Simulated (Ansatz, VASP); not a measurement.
# Two plane-wave programs on Y3C2

```xyz
5
Lattice="2.0050 -3.5289 0.0000 2.0050 3.5289 0.0000 0.0000 0.0000 5.9392" Properties=species:S:1:pos:R:3 pbc="T T T"
Y     0.0000    0.0000    2.9696
Y     2.0050   -1.2397    2.9696
Y     2.0050    1.2397    2.9696
C     2.6697    0.0000    0.0000
C     1.3404    0.0000    0.0000
```

Alike in both runs: task single point; functional PBE; k mesh 6 × 6 × 4; occupations gaussian, width 0.1 eV; no spin polarisation.

|  | VASP | Ansatz |
| --- | --- | --- |
| version | VASP 6.6.1 | Ansatz 0.2.0 |
| potentials or method | VASP PAW PBE potentials, release 64 (Y_sv, C), cutoff 520 eV | scalar-relativistic, plane waves, PAW |
| valence electrons in the cell | 41 | 41 |

```tsv
	VASP	Ansatz	Ansatz less VASP
gap on the k mesh at the Fermi level (eV)	none	none	-
rms of the force components (eV/Å)	1.570	1.600	+0.0292
```

Atom by atom the forces differ by 0.035 eV/Å (rms over components). A gap of «none» marks a metal or a gap that the smearing closes. With one functional, cell and mesh, what is left measures potentials, basis and numerics.
